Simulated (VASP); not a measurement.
Set up this calculation in VASP 6.6.1, as the native input.

| Property | Result |
| --- | --- |
| Task | single point |
| Functional | r2SCAN |
| Potentials or basis | VASP PAW PBE potentials, release 64 (Fe) |
| Cutoff | 520 eV |
| k mesh | 16 × 16 × 8 |
| Occupations | fermi-dirac, width 0.05 eV |
| Spin | collinear spin, ferromagnetic start |
| Starting moments | [2.896, 2.896] μB |
| Dipole correction | no |
| Further INCAR settings | ALGO = Normal; EDIFF = 1e-06; NBANDS = 19 |

Crystal: Fe.

```
Fe
1.0
     2.60529    0.00000    0.00000
    -1.30265    2.25625    0.00000
     0.00000    0.00000    4.49533
Fe
2
Direct
  0.33333 0.66667 0.25000
  0.66667 0.33333 0.75000
```

This isn't the form of Fe at room conditions, which is bcc.

These files were run (other wordings do the same):

POSCAR

```
Fe
1.0
    2.6052942970      0.0000000000      0.0000000000
   -1.3026471485      2.2562510455      0.0000000000
    0.0000000000      0.0000000000      4.4953298947
Fe
2
Direct
    0.3333333333      0.6666666667      0.2500000000
    0.6666666667      0.3333333333      0.7500000000
```

INCAR.step1

```
PREC = Accurate ; ENCUT = 520
ISMEAR = -1 ; SIGMA = 0.05
LREAL = False ; LASPH = True
NELM = 150 ; ISPIN = 2
MAGMOM = 2.896 2.896 ; LMAXMIX = 4
NBANDS = 19 ; GGA = PE
ALGO = Normal ; EDIFF = 1E-4
LWAVE = True ; LCHARG = False
```

INCAR.step2

```
PREC = Accurate ; ENCUT = 520
EDIFF = 1E-6 ; ISMEAR = -1
SIGMA = 0.05 ; LREAL = False
LASPH = True ; NELM = 150
ALGO = Normal ; ISIF = 2
LWAVE = False ; LCHARG = True
ISPIN = 2 ; MAGMOM = 2.896 2.896
LORBIT = 11 ; LMAXMIX = 4
METAGGA = R2SCAN ; LMIXTAU = True
LELF = True ; LVHAR = True
NBANDS = 19 ; ISTART = 1
```

KPOINTS

```
regular mesh
0
Gamma
  16 16 8
```

Potentials or basis: VASP PAW PBE potentials, release 64 (Fe).

Run with:

```bash
$ cat potpaw_PBE.64/Fe/POTCAR > POTCAR
$ cp INCAR.step1 INCAR
$ mpirun -np 1 vasp_std > vasp.out
$ cp INCAR.step2 INCAR
$ mpirun -np 1 vasp_std > vasp.out
```

Results of the run:

```json
{"Pressure": "-11.2 GPa", "Net moment": "5.70 μB per cell", "Site moments": "Fe +2.92 μB", "Valence electrons inside the program's atomic spheres": "Fe 7.00"}
```

Caveat: the cell stands under tension; the PAW data sets were made with another functional, which shifts forces and pressure a little.

Run time: 11 min on 1 thread of Intel Xeon 8259CL, with other jobs on the host, peak memory 0.24 GiB.
